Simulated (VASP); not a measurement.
# Al (Cm) in VASP: further runs

Al is run at these levels: PBE+D3(BJ); tasks: single point.

Program: VASP 6.6.1. These are calculated values, not measurements. Logs are shortened: lines on timing, memory, paths and dates and some standing lists are left out, and cuts for length are marked.

## (1) The cell of the first run

It takes space group Cm (No. 8, monoclinic). Conventional cell: a = 4.875 Å, b = 2.814 Å, c = 9.241 Å, α = 90.00°, β = 90.00°, γ = 90.00°. Al (site symmetry m) has 3 Al at 2.15 to 2.71 Å within 2.8 Å. Al (site symmetry m) has 3 Al at 2.15 to 2.71 Å within 2.8 Å. Al (site symmetry m) has 11 Al at 2.81 to 3.33 Å within 3.7 Å. Within 3.7 Å of Al (site symmetry m) lie 12 Al at 2.81 to 2.82 Å.

## (2) Single point, PBE+D3(BJ) (atom 2 (Al) moved by +0.560 Å along [1 2 0] and -0.700 Å along [0 0 1])

File INCAR:

```
SYSTEM = Al
PREC = Accurate
ENCUT = 520
EDIFF = 1E-6
ISMEAR = 0
SIGMA = 0.15
LREAL = .FALSE.
LASPH = .TRUE.
NELM = 100
ALGO = Fast
ISIF = 2
LWAVE = .FALSE.
LCHARG = .TRUE.
GGA = PE
IVDW = 12
LELF = .TRUE.
LVHAR = .TRUE.
NBANDS = 14
```

File KPOINTS:

```
Automatic mesh
0
G
  18 18 4
  0 0 0
```

File POSCAR:

```
Al
1.0
    2.8144222650      0.0000000000      0.0000000000
   -1.4072111325      2.4373611785      0.0000000000
    0.0000000000      0.0000000000      9.2410470710
Al
4
Direct
    0.0000000000      0.0000000000      0.0000000000
    0.4482116708      0.8964233416      0.1742510081
    0.0000000000      0.0000000000      0.5000000000
    0.6666666667      0.3333333333      0.7500000000
```

Potentials or basis: VASP PAW PBE potentials, release 64 (Al).

On the command line:

```console
cat potpaw_PBE.64/Al/POTCAR > POTCAR
mpirun -np 1 vasp_std > vasp.out
```

OUTCAR:

```text
SYSTEM = Al
   PREC = Accurate
   ENCUT = 520
   EDIFF = 1E-6
   ISMEAR = 0
   LREAL = .FALSE.
   LASPH = .TRUE.
   NELM = 100
   ISIF = 2
   GGA = PE
   IVDW = 12
 IVDW          = 12

 ion  position               nearest neighbor table
   1  0.000  0.000  0.000-   2 2.15   2 2.15   2 2.71   4 2.82   4 2.82   4 2.82   2 3.13
   2  0.448  0.896  0.174-   1 2.15   1 2.15   1 2.71   1 3.13   3 3.33   3 3.33
   3  0.000  0.000  0.500-   4 2.82   4 2.82   4 2.82   2 3.33   2 3.33
   4  0.667  0.333  0.750-   1 2.82   3 2.82   1 2.82   3 2.82   1 2.82   3 2.82

  LATTYP: Found a hexagonal cell.
 ALAT       =     2.8144222650
 C/A-ratio  =     3.2834614713

  Lattice vectors:

 A1 = (   2.8144222650,   0.0000000000,   0.0000000000)
 A2 = (  -1.4072111325,   2.4373611785,   0.0000000000)
 A3 = (   0.0000000000,   0.0000000000,   9.2410470710)

Analysis of symmetry for initial positions (statically):
=====================================================================
 Subroutine PRICEL returns:
 Original cell was already a primitive cell.

 Routine SETGRP: Setting up the symmetry group for a
 hexagonal supercell.

 Subroutine GETGRP returns: Found  2 space group operations
 (whereof  2 operations were pure point group operations)
 out of a pool of 24 trial point group operations.

The static configuration has the point symmetry C_1h.

Analysis of symmetry for dynamics (positions and initial velocities):
=====================================================================
 Subroutine PRICEL returns:
 Original cell was already a primitive cell.

 Routine SETGRP: Setting up the symmetry group for a
 hexagonal supercell.

 Subroutine GETGRP returns: Found  2 space group operations
 (whereof  2 operations were pure point group operations)
 out of a pool of 24 trial point group operations.

The dynamic configuration has the point symmetry C_1h.

 Subroutine INISYM returns: Found  2 space group operations
 (whereof  2 operations are pure point group operations),
 and found     1 'primitive' translations

----------------------------------------------------------------------------------------

                                     Primitive cell

  volume of cell :      63.3914

  direct lattice vectors                    reciprocal lattice vectors
     2.814422265  0.000000000  0.000000000     0.355312709  0.205139888  0.000000000
    -1.407211133  2.437361178  0.000000000     0.000000000  0.410279777  0.000000000
     0.000000000  0.000000000  9.241047071     0.000000000  0.000000000  0.108212846

  length of vectors
     2.814422265  2.814422265  9.241047071     0.410279777  0.410279777  0.108212846

  position of ions in fractional coordinates (direct lattice)
     0.000000000  0.000000000  0.000000000
     0.448211671  0.896423342  0.174251008
     0.000000000  0.000000000  0.500000000
     0.666666667  0.333333333  0.750000000

  ion indices of the primitive-cell ions
   primitive index   ion index
                 1           1
                 2           2
                 3           3
                 4           4

----------------------------------------------------------------------------------------

 KPOINTS: Automatic mesh

Automatic generation of k-mesh.
 Grid dimensions read from file:
 generate k-points for:   18   18    4

 Generating k-lattice:

  Cartesian coordinates                     Fractional coordinates (reciprocal lattice)
     0.019739595  0.011396660  0.000000000     0.055555556  0.000000000  0.000000000
     0.000000000  0.022793321  0.000000000     0.000000000  0.055555556  0.000000000
     0.000000000  0.000000000  0.027053211     0.000000000  0.000000000  0.250000000

  Length of vectors
     0.022793321  0.022793321  0.027053211

  Shift w.r.t. Gamma in fractional coordinates (k-lattice)
     0.000000000  0.000000000  0.000000000

 Subroutine IBZKPT returns following result:
 ===========================================

 Found    353 irreducible k-points:

 Following reciprocal coordinates:
            Coordinates               Weight
  0.000000  0.000000  0.000000      1.000000
  0.055556  0.000000  0.000000      4.000000
  0.000000  0.055556  0.000000      2.000000
  0.111111  0.000000  0.000000      4.000000
  0.000000  0.111111  0.000000      2.000000
  0.166667 -0.000000  0.000000      4.000000
[... 16 lines left out ...]
 -0.055556  0.166667  0.000000      4.000000
 -0.166667  0.111111  0.000000      4.000000
 [... further k-points ...]
   k-points           NKPTS =    353   k-points in BZ     NKDIM =    353   number of bands    NBANDS=     14
   number of dos      NEDOS =    301   number of ions     NIONS =      4
   total plane-waves  NPLWV =  40320
   dimension x,y,z NGX =    24 NGY =   24 NGZ =   70
   dimension x,y,z NGXF=    48 NGYF=   48 NGZF=  140
   ions per type =               4
   NGX,Y,Z   is equivalent  to a cutoff of  14.18, 14.18, 12.59 a.u.
   NGXF,Y,Z  is equivalent  to a cutoff of  28.35, 28.35, 25.19 a.u.
[... 77 lines left out ...]

 k-point     2 :       0.0556    0.0000    0.0000
  band No.  band energies     occupation
      1      -3.6834      2.00000
      2      -1.8740      2.00000
      3      -0.3611      2.00000
      4       3.8750      2.00000
      5       4.1416      2.00000
      6      11.6029      0.00000
      7      12.1595      0.00000
      8      16.4703      0.00000
      9      17.4708      0.00000
     10      18.0971      0.00000
     11      18.5465      0.00000
     12      19.2124      0.00000
     13      19.5881      0.00000
     14      19.9328      0.00000

 k-point     3 :       0.0000    0.0556    0.0000
  band No.  band energies     occupation
      1      -3.6833      2.00000
      2      -1.8740      2.00000
      3      -0.3611      2.00000
      4       3.8758      2.00000
      5       4.1418      2.00000
      6      11.5993      0.00000
      7      12.1797      0.00000
      8      16.6572      0.00000
      9      16.7941      0.00000
     10      18.5135      0.00000
     11      18.7860      0.00000
     12      19.0194      0.00000
     13      19.4199      0.00000
     14      19.9101      0.00000

 k-point     4 :       0.1111    0.0000    0.0000
  band No.  band energies     occupation
      1      -3.4555      2.00000
      2      -1.6465      2.00000
      3      -0.1344      2.00000
      4       4.0937      2.00000
      5       4.3552      2.00000
      6      11.7855      0.00000
      7      12.2106      0.00000
      8      14.7287      0.00000
      9      16.4204      0.00000
     10      16.5950      0.00000
     11      17.2547      0.00000
     12      18.0381      0.00000
     13      18.3250      0.00000
     14      19.8263      0.00000

 k-point     5 :       0.0000    0.1111    0.0000
  band No.  band energies     occupation
      1      -3.4552      2.00000
      2      -1.6462      2.00000
      3      -0.1343      2.00000
      4       4.0971      2.00000
      5       4.3561      2.00000
      6      11.7605      0.00000
      7      12.3337      0.00000
      8      14.5910      0.00000
      9      15.9033      0.00000
     10      16.4876      0.00000
     11      17.5299      0.00000
[... 276 lines left out ...]
 k-point    22 :       0.1111    0.0556    0.0000
  band No.  band energies     occupation
      1      -3.2278      2.00000
      2      -1.4191      2.00000
      3       0.0920      2.00000
      4       4.3133      2.00000
      5       4.5691      2.00000
      6      11.9354      0.00000
      7      12.2179      0.00000
      8      13.9075      0.00000
      9      14.7273      0.00000
     10      15.5337      0.00000
     11      16.4805      0.00000
     12      17.2284      0.00000
     13      18.0118      0.00000
     14      18.6769      0.00000

 k-point    23 :      -0.0556    0.1667    0.0000
  band No.  band energies     occupation
      1      -3.2277      2.00000
      2      -1.4190      2.00000
      3       0.0921      2.00000
      4       4.3164      2.00000
      5       4.5699      2.00000
      6      11.8894      0.00000
      7      12.4037      0.00000
      8      13.6650      0.00000
      9      14.6823      0.00000
     10      15.4936      0.00000
     11      16.4751      0.00000
     12      17.0938      0.00000
     13      18.2253      0.00000
     14      18.7621      0.00000

 k-point    24 :      -0.1667    0.1111    0.0000
  band No.  band energies     occupation
      1      -3.2282      2.00000
      2      -1.4194      2.00000
      3       0.0918      2.00000
      4       4.3090      2.00000
      5       4.5680      2.00000
      6      11.9621      0.00000
      7      12.1191      0.00000
      8      13.9692      0.00000
      9      14.9664      0.00000
     10      15.5615      0.00000
     11      16.5433      0.00000
     12      17.1205      0.00000
     13      17.9995      0.00000
     14      18.5622      0.00000

 [... further k-points ...]

------------------------ aborting loop because EDIFF is reached ----------------------------------------

 Edisp (eV)   -1.40870

 E8    (eV) :    -0.6312

  FORCE on cell =-STRESS in cart. coord.  units (eV):
  Direction    XX          YY          ZZ          XY          YZ          ZX
  --------------------------------------------------------------------------------------
  -------------------------------------------------------------------------------------
  Total       6.89289     0.48177     9.56106     0.00000    -1.45174     0.00000
  in kB     174.21343    12.17646   241.64970     0.00000   -36.69174     0.00000
  external pressure =      142.68 kB  Pullay stress =        0.00 kB

 VOLUME and BASIS-vectors are now :
 -----------------------------------------------------------------------------
  energy-cutoff  :      520.00
  volume of cell :       63.39
      direct lattice vectors                 reciprocal lattice vectors
     2.814422265  0.000000000  0.000000000     0.355312709  0.205139888  0.000000000
    -1.407211133  2.437361178  0.000000000     0.000000000  0.410279777  0.000000000
     0.000000000  0.000000000  9.241047071     0.000000000  0.000000000  0.108212846

 POSITION                                       TOTAL-FORCE (eV/Angst)
 -----------------------------------------------------------------------------------
      0.00000      0.00000      0.00000        -0.000000      0.820518     -6.862530
      0.00000      2.18491      1.61026         0.000000     -0.885355      7.528417
      0.00000      0.00000      4.62052        -0.000000      0.000545     -0.672780
      1.40721      0.81245      6.93079        -0.000000      0.064293      0.006893
 -----------------------------------------------------------------------------------
    total drift:                                0.000000     -0.000019     -0.000189

  FREE ENERGIE OF THE ION-ELECTRON SYSTEM (eV)
  ---------------------------------------------------
  free  energy   TOTEN  =       -14.0463836560 eV

  energy  without entropy=      -14.0284928140  energy(sigma->0) =      -14.03743824
```

Wall time 3.1 min (1 thread of Intel Xeon 6975P-C, shared host); peak memory 0.37 GiB.

Results:

* Free energy: -14.0464 eV
* Pressure: 14.3 GPa
* Largest force: 7.580 eV/Å
* Band gap on the k mesh: zero (band 6 reaches 11.96 eV, above the bottom of band 7 at 6.97 eV)
* Dispersion energy per atom: -0.352 eV

Forces on the atoms (eV/Å):
```
Al   0.000  0.821 -6.863
Al   0.000 -0.885  7.528
Al   0.000  0.001 -0.673
Al   0.000  0.064  0.007
```

Stress tensor (GPa, compression positive):
```
17.42  0.00  0.00
 0.00  1.22 -3.67
 0.00 -3.67 24.16
```

Levels at points of the mesh, in eV from the Fermi level:
```csv
k point,band 3,band 4,band 5,band 6,band 7,band 8,band 9,band 10
"(0.00, 0.00, 0.00)",-8.74,-4.50,-4.23,3.24,3.82,9.15,10.12,10.21
"(0.50, 0.00, 0.00)",-4.43,-4.18,-2.65,-2.55,1.15,1.31,1.73,1.93
"(0.00, 0.50, 0.00)",-4.37,-4.17,-2.75,-2.64,1.03,1.25,1.54,2.11
"(0.00, 0.00, 0.50)",-7.79,-6.65,-1.16,-0.39,7.99,8.39,9.15,10.22
"(0.50, 0.00, 0.50)",-4.65,-4.41,-1.91,-1.70,-0.67,-0.49,4.12,4.52
"(0.00, 0.50, 0.50)",-4.61,-4.42,-2.01,-1.73,-0.88,-0.41,4.04,4.56
```

Caveat: the cell differs from its parent crystal (atom 2 (Al) moved by +0.560 Å along [1 2 0] and -0.700 Å along [0 0 1]); pairwise dispersion overbinds metals, which lowers pressure and volume; forces of over 1 eV/Å act on the atoms, so gaps and moduli don't describe the material at rest.

## (3) Single point, PBE+D3(BJ) (atom 2 (Al) moved by -0.420 Å along [1 2 0] and -0.560 Å along [0 0 1])

File INCAR:

```
PREC     = Accurate       # precision mode
ENCUT    = 520            # plane-wave cutoff, eV
EDIFF    = 1E-7           # SCF threshold, eV
ISMEAR   = 0              # smearing method
SIGMA    = 0.15           # smearing width, eV
LREAL    = False          # projectors in reciprocal space
LASPH    = True           # aspherical terms in the spheres
NELM     = 60             # most SCF steps
ALGO     = Fast           # electronic algorithm
ISIF     = 2              # what is computed and relaxed
LWAVE    = False          # write WAVECAR
LCHARG   = False          # write CHGCAR
GGA      = PE             # functional
IVDW     = 12             # dispersion correction
NBANDS   = 14             # bands
```

File KPOINTS:

```
Automatic mesh
0
Gamma
  18 18 4
```

POSCAR: that of step 2 with these lines changed.

```diff
@@ -9,3 +9,3 @@
     0.0000000000      0.0000000000      0.0000000000
-    0.4482116708      0.8964233416      0.1742510081
+    0.2471745802      0.4943491605      0.1894008065
     0.0000000000      0.0000000000      0.5000000000
```

Potentials or basis: VASP PAW PBE potentials, release 64 (Al).

On the command line:

```console
cat potpaw_PBE.64/Al/POTCAR > POTCAR
mpirun -np 1 vasp_std > vasp.out
```

Run time: 3.9 min. Hardware: 1 thread of Intel Xeon 6975P-C, shared host; peak memory 0.37 GiB.

The run converged. Its results:

```yaml
Free_energy: -14.8100 eV
Pressure: 9.8 GPa
Largest_force: 6.165 eV/Å
Band_gap_on_the_k_mesh: zero (band 6 reaches 12.03 eV, above the bottom of band 7 at 7.16 eV)
Dispersion_energy_per_atom: -0.352 eV
```

Forces in eV/Å, atoms in the order of the input:
```
Al   0.000 -2.254 -5.090
Al   0.000  2.301  5.720
Al   0.000 -0.024 -0.654
Al   0.000 -0.023  0.025
```

Stress tensor (GPa, compression positive):
```
 2.03  0.00  0.00
 0.00  8.61  9.83
 0.00  9.83 18.75
```

Levels at points of the mesh, in eV from the Fermi level:
| k point | band 2 | band 3 | band 4 | band 5 | band 6 | band 7 | band 8 | band 9 | band 10 | band 11 |
| --- | --- | --- | --- | --- | --- | --- | --- | --- | --- | --- |
| (0.00, 0.00, 0.00) | -10.21 | -8.90 | -4.50 | -4.40 | 3.20 | 3.78 | 9.93 | 10.20 | 10.36 | 10.82 |
| (0.50, 0.00, 0.00) | -5.78 | -4.35 | -4.14 | -2.86 | -2.77 | 0.98 | 1.33 | 1.56 | 1.88 | 5.19 |
| (0.00, 0.50, 0.00) | -5.79 | -4.39 | -4.17 | -2.77 | -2.69 | 0.96 | 1.38 | 1.58 | 1.90 | 5.14 |
| (0.00, 0.00, 0.50) | -10.60 | -7.79 | -6.86 | -1.16 | -0.51 | 8.14 | 8.28 | 10.22 | 10.33 | 10.38 |
| (0.50, 0.00, 0.50) | -5.72 | -4.66 | -4.47 | -2.00 | -1.77 | -0.92 | -0.62 | 4.27 | 4.55 | 4.62 |
| (0.00, 0.50, 0.50) | -5.72 | -4.68 | -4.47 | -1.88 | -1.71 | -0.84 | -0.73 | 4.13 | 4.68 | 4.96 |

Caveat: the cell differs from its parent crystal (atom 2 (Al) moved by -0.420 Å along [1 2 0] and -0.560 Å along [0 0 1]); pairwise dispersion overbinds metals, which lowers pressure and volume; forces of over 1 eV/Å act on the atoms, so gaps and moduli don't describe the material at rest.

## (4) Single point, PBE+D3(BJ) (atom 2 (Al) moved by +0.700 Å along [1 2 0] and -0.560 Å along [0 0 1])

File INCAR:

```
  PREC = Accurate
  ENCUT = 520
  EDIFF = 1E-6
  ISMEAR = 0
  SIGMA = 0.15
  LREAL = False
  LASPH = True
  NELM = 100
  ALGO = Fast
  ISIF = 2
  LWAVE = False
  LCHARG = True
  GGA = PE
  IVDW = 12
  LELF = True
  LVHAR = True
  NBANDS = 14
```

KPOINTS is that of step 3.

POSCAR: that of step 3 with these lines changed.

```diff
@@ -9,3 +9,3 @@
     0.0000000000      0.0000000000      0.0000000000
-    0.2471745802      0.4943491605      0.1894008065
+    0.4769312552      0.9538625103      0.1894008065
     0.0000000000      0.0000000000      0.5000000000
```

On the command line:

```console
cat potpaw_PBE.64/Al/POTCAR > POTCAR
mpirun -np 1 vasp_std > vasp.out
```

It took 3.3 min on 1 thread of Intel Xeon 6975P-C, shared host; peak memory 0.37 GiB.

Results (log left out):

```
Free energy                : -14.8680 eV
Pressure                   : 9.5 GPa
Largest force              : 5.452 eV/Å
Band gap on the k mesh     : zero (band 6 reaches 12.03 eV, above the bottom of band 7 at 7.15 eV)
Dispersion energy per atom : -0.352 eV
```

Forces in eV/Å, atoms in the order of the input:
```
Al   0.000  0.265 -4.808
Al   0.000 -0.347  5.441
Al   0.000  0.001 -0.656
Al   0.000  0.082  0.023
```

Stress tensor (GPa, compression positive):
```
11.08  0.00  0.00
 0.00  0.08 -1.58
 0.00 -1.58 17.49
```

Levels at points of the mesh, in eV from the Fermi level:
| k point | band 3 | band 4 | band 5 | band 6 | band 7 | band 8 | band 9 | band 10 |
| --- | --- | --- | --- | --- | --- | --- | --- | --- |
| (0.00, 0.00, 0.00) | -8.90 | -4.51 | -4.41 | 3.21 | 3.78 | 9.68 | 10.52 | 10.61 |
| (0.50, 0.00, 0.00) | -4.39 | -4.17 | -2.78 | -2.70 | 1.06 | 1.30 | 1.59 | 1.83 |
| (0.00, 0.50, 0.00) | -4.33 | -4.13 | -2.91 | -2.80 | 0.85 | 1.16 | 1.65 | 1.98 |
| (0.00, 0.00, 0.50) | -7.79 | -6.86 | -1.16 | -0.51 | 8.13 | 8.31 | 9.69 | 10.65 |
| (0.50, 0.00, 0.50) | -4.68 | -4.47 | -1.90 | -1.72 | -0.83 | -0.72 | 4.18 | 4.64 |
| (0.00, 0.50, 0.50) | -4.65 | -4.47 | -2.00 | -1.79 | -1.04 | -0.63 | 4.22 | 4.61 |

Caveat: the cell differs from its parent crystal (atom 2 (Al) moved by +0.700 Å along [1 2 0] and -0.560 Å along [0 0 1]); pairwise dispersion overbinds metals, which lowers pressure and volume; forces of over 1 eV/Å act on the atoms, so gaps and moduli don't describe the material at rest.
